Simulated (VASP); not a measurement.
# AlCu (Pm-3m) in VASP: single point with PBEsol

Aim: the single point of AlCu with PBEsol.

Program: VASP 6.6.1. These are calculated values, not measurements. Logs are shortened: lines on timing, memory, paths and dates and some standing lists are left out, and cuts for length are marked.

## (1) The cell of the first run

It takes space group Pm-3m (No. 221, cubic). Conventional cell: a = 2.998 Å, b = 2.998 Å, c = 2.998 Å, α = 90.00°, β = 90.00°, γ = 90.00°. Within 3.4 Å of Al (site symmetry m-3m) lie 8 Cu at 2.60 Å and 6 Al at 3.00 Å. Cu (site symmetry m-3m) has 8 Al at 2.60 Å and 6 Cu at 3.00 Å within 3.4 Å.

## (2) Single point, PBEsol

Input file INCAR:

```
PREC = Accurate
ENCUT = 520
EDIFF = 1E-6
ISMEAR = 0
SIGMA = 0.15
LREAL = F
LASPH = T
NELM = 100
ALGO = Fast
ISIF = 2
LWAVE = F
LCHARG = F
GGA = PS
NBANDS = 14
```

Input file KPOINTS:

```
regular mesh
0
Gamma
  16 16 16
```

Input file POSCAR:

```
AlCu
1.0
    2.9975090000      0.0000000000      0.0000000000
    0.0000000000      2.9975090000      0.0000000000
    0.0000000000      0.0000000000      2.9975090000
Al Cu
1 1
Direct
    0.0000000000      0.0000000000      0.0000000000
    0.5000000000      0.5000000000      0.5000000000
```

Potentials or basis: VASP PAW PBE potentials, release 64 (Al, Cu).

Run with:

```bash
> cat potpaw_PBE.64/Al/POTCAR potpaw_PBE.64/Cu/POTCAR > POTCAR
> mpirun -np 1 vasp_std > vasp.out
```

OUTCAR:

```text
PREC = Accurate
   ENCUT = 520
   EDIFF = 1E-6
   ISMEAR = 0
   LREAL = F
   LASPH = T
   NELM = 100
   ISIF = 2
   GGA = PS

 ion  position               nearest neighbor table
   1  0.000  0.000  0.000-   2 2.60   2 2.60   2 2.60   2 2.60   2 2.60   2 2.60   2 2.60   2 2.60

   2  0.500  0.500  0.500-   1 2.60   1 2.60   1 2.60   1 2.60   1 2.60   1 2.60   1 2.60   1 2.60

  LATTYP: Found a simple cubic cell.
 ALAT       =     2.9975090000

  Lattice vectors:

 A1 = (   2.9975090000,   0.0000000000,   0.0000000000)
 A2 = (   0.0000000000,   2.9975090000,   0.0000000000)
 A3 = (   0.0000000000,   0.0000000000,   2.9975090000)

Analysis of symmetry for initial positions (statically):
=====================================================================
 Subroutine PRICEL returns:
 Original cell was already a primitive cell.

 Routine SETGRP: Setting up the symmetry group for a
 simple cubic supercell.

 Subroutine GETGRP returns: Found 48 space group operations
 (whereof 48 operations were pure point group operations)
 out of a pool of 48 trial point group operations.

The static configuration has the point symmetry O_h .

Analysis of symmetry for dynamics (positions and initial velocities):
=====================================================================
 Subroutine PRICEL returns:
 Original cell was already a primitive cell.

 Routine SETGRP: Setting up the symmetry group for a
 simple cubic supercell.

 Subroutine GETGRP returns: Found 48 space group operations
 (whereof 48 operations were pure point group operations)
 out of a pool of 48 trial point group operations.

The dynamic configuration has the point symmetry O_h .

 Subroutine INISYM returns: Found 48 space group operations
 (whereof 48 operations are pure point group operations),
 and found     1 'primitive' translations

----------------------------------------------------------------------------------------

                                     Primitive cell

  volume of cell :      26.9328

  direct lattice vectors                    reciprocal lattice vectors
     2.997509000  0.000000000  0.000000000     0.333610341  0.000000000  0.000000000
     0.000000000  2.997509000  0.000000000     0.000000000  0.333610341  0.000000000
     0.000000000  0.000000000  2.997509000     0.000000000  0.000000000  0.333610341

  length of vectors
     2.997509000  2.997509000  2.997509000     0.333610341  0.333610341  0.333610341

  position of ions in fractional coordinates (direct lattice)
     0.000000000  0.000000000  0.000000000
     0.500000000  0.500000000  0.500000000

[... 84 lines left out ...]
   POTIM  = 0.5000    time-step for ionic-motion
   TEBEG  =    0.0;   TEEND  =   0.0 temperature during run
   PSTRESS=    0.0 pullay stress
   NELECT =      14.0000    total number of electrons
   NUPDOWN=      -1.0000    fix difference up-down
   EMIN   =  10.00;   EMAX   =-10.00  energy-range for DOS
   EFERMI =   0.00;   METHOD = LEGACY
   ISMEAR =     0;   SIGMA  =   0.15  broadening in eV -4-tet -1-fermi 0-gaus
   EFERMI_NEDOS =   21; number of points for ismear=-14 and -15
   IALGO  =     68    algorithm
   IMIX   =      4    mixing-type and parameters
     AMIX     =   0.40;   BMIX     =  1.00
     AMIX_MAG =   1.60;   BMIX_MAG =  1.00
  volume/ion in A,a.u.               =      13.47        90.88
  Fermi-wavevector in a.u.,A,eV,Ry     =   1.316306  2.487459 23.574307  1.732663
  Thomas-Fermi vector in A             =   2.446428
   LORBIT       =      0    0 simple, 1 ext, 2 COOP (PROOUT), +10 PAW based schemes
   GGA     = PS    functional components
   LHFCALC =     F    Hartree Fock is set to
   AEXX    =    0.0000 exact exchange contribution
   IVDW    =     0    specifies the selected vdW correction
   LEPSILON=     F    determine dielectric tensor
   LRPA    =     F    only Hartree local field effects (RPA)
 non-spin polarized calculation
 RMM-DIIS sequential band-by-band and
 Gauss-broadening in eV      SIGMA  =   0.15
  energy-cutoff  :      520.00
  volume of cell :       26.93
 maximum number of plane-waves:       743
 NGX is ok and might be reduce to    24
   NGX = 11   NGY = 11   NGZ = 11

 number of electron      14.0000020 magnetization

 Free energy of the ion-electron system (eV)
  ---------------------------------------------------
  ext. energy  EPLUGINS =         0.00000000
  ---------------------------------------------------
  free energy    TOTEN  =        -8.70312576 eV

  energy without entropy =       -8.69641831  energy(sigma->0) =       -8.69977203

 E-fermi :   8.9602     XC(G=0): -11.6091

 val. band max:        8.9489504438   @ k =   0.3750   0.3750   0.1875
 cond. band min:       8.9639175901   @ k =   0.3125   0.3125   0.0000
 fundamental gap:      0.0149671462
 Fermi energy:         8.9601642919

 k-point     1 :       0.0000    0.0000    0.0000
  band No.  band energies     occupation
      1      -2.5162      2.00000
      2       4.0813      2.00000
      3       4.0813      2.00000
      4       5.0904      2.00000
      5       5.0904      2.00000
      6       5.0904      2.00000
      7      12.7898      0.00000
      8      12.7898      0.00000
      9      12.7898      0.00000
     10      15.2775      0.00000
     11      15.2775      0.00000
     12      18.9522      0.00000
     13      27.3219      0.00000
     14      27.3219      0.00000
[... 377 lines left out ...]
      1       1.5829      2.00000
      2       1.7206      2.00000
      3       4.3935      2.00000
      4       4.6717      2.00000
      5       4.6725      2.00000
      6       5.0840      2.00000
      7       5.8277      2.00000
      8      14.2166      0.00000
      9      14.8522      0.00000
     10      17.3769      0.00000
     11      17.5982      0.00000
     12      18.2855      0.00000
     13      21.4539      0.00000
     14      22.3680      0.00000

 [... further k-points ...]
[... 5 lines left out ...]
  --------------------------------------------------------------------------------------
  -------------------------------------------------------------------------------------
  Total       -0.7565160     -0.7565160     -0.7565160     -0.0000000      0.0000000      0.0000000
  in kB      -45.0035949    -45.0035949    -45.0035949     -0.0000000      0.0000000      0.0000000
  external PRESSURE =     -45.0035949 kB  Pullay stress =       0.0000000 kB

 VOLUME and BASIS-vectors are now :
 -----------------------------------------------------------------------------
  energy-cutoff  :      520.00
  volume of cell :       26.93
      direct lattice vectors                 reciprocal lattice vectors
     2.997509000  0.000000000  0.000000000     0.333610341  0.000000000  0.000000000
     0.000000000  2.997509000  0.000000000     0.000000000  0.333610341  0.000000000
     0.000000000  0.000000000  2.997509000     0.000000000  0.000000000  0.333610341

 POSITION                                       TOTAL-FORCE (eV/Angst)
 -----------------------------------------------------------------------------------
      0.00000      0.00000      0.00000         0.000000      0.000000      0.000000
      1.49875      1.49875      1.49875         0.000000      0.000000      0.000000
 -----------------------------------------------------------------------------------
    total drift:                                0.000000      0.000000     -0.000000

  FREE ENERGIE OF THE ION-ELECTRON SYSTEM (eV)
  ---------------------------------------------------
  free  energy   TOTEN  =        -8.7031257579 eV

  energy  without entropy=       -8.6964183095  energy(sigma->0) =       -8.69977203
```

OSZICAR:

```text
N       E                     dE             d eps       ncg     rms          rms(c)
DAV:   1     0.522042698605E+02    0.52204E+02   -0.60435E+03  4732   0.126E+03
DAV:   2    -0.860524845411E+01   -0.60810E+02   -0.54664E+02  4898   0.209E+02
DAV:   3    -0.107320932276E+02   -0.21268E+01   -0.20742E+01  6062   0.435E+01
DAV:   4    -0.107681477377E+02   -0.36055E-01   -0.36038E-01  5498   0.473E+00
DAV:   5    -0.107694896486E+02   -0.13419E-02   -0.13419E-02  7014   0.990E-01    0.128E+01
RMM:   6    -0.115067419023E+02   -0.73725E+00   -0.22358E+01  5734   0.808E+01    0.108E+01
RMM:   7    -0.872634819048E+01    0.27804E+01   -0.56986E+00  5422   0.417E+01    0.898E-01
RMM:   8    -0.870640305089E+01    0.19945E-01   -0.27982E-01  5253   0.969E+00    0.575E-01
RMM:   9    -0.870299638615E+01    0.34067E-02   -0.17541E-02  5776   0.105E+00    0.157E-01
RMM:  10    -0.870301557655E+01   -0.19190E-04   -0.30533E-03  6133   0.713E-01    0.710E-02
RMM:  11    -0.870312746613E+01   -0.11189E-03   -0.10624E-03  6548   0.329E-01    0.474E-02
RMM:  12    -0.870312124698E+01    0.62192E-05   -0.40290E-04  6179   0.285E-01    0.314E-02
RMM:  13    -0.870312584783E+01   -0.46008E-05   -0.15786E-04  7086   0.104E-01    0.130E-02
RMM:  14    -0.870312940608E+01   -0.35583E-05   -0.22198E-05  5971   0.331E-02    0.251E-02
RMM:  15    -0.870312586273E+01    0.35434E-05   -0.60666E-06  5455   0.364E-02    0.124E-02
RMM:  16    -0.870312575794E+01    0.10478E-06   -0.16427E-06  3888   0.101E-02
   1 F= -.87031258E+01 E0= -.86997720E+01  d E =-.670745E-02
```

stdout:

```text
POSCAR found type information on POSCAR AlCu
 POSCAR found :  2 types and       2 ions
 scaLAPACK will be used
 -----------------------------------------------------------------------------
|                                                                             |
|                                                                             |
|     You enforced a specific xc type in the INCAR file but a different       |
|     I HOPE YOU KNOW WHAT YOU ARE DOING!                                     |
|                                                                             |
 -----------------------------------------------------------------------------

 LDA part: xc-table for (Slater+PW92), standard interpolation
 POSCAR, INCAR and KPOINTS ok, starting setup
 FFT: planning ... GRIDC
 FFT: planning ... GRID_SOFT
 FFT: planning ... GRID
 WAVECAR not read
 entering main loop
```

Run time: 41 s. Hardware: 1 thread of Intel Xeon Platinum 8259CL at 2.50GHz (Skylake/Cascade Lake), shared host; peak memory 0.18 GiB.

What came out:

```yaml
Free_energy: -8.7031 eV
Pressure: -4.5 GPa
Band_gap_on_the_k_mesh: zero (bands 7 and 8 overlap by 4.67 eV)
```

Caveat: the cell stands under tension; the PAW data sets were made with another functional, which shifts forces and pressure a little.
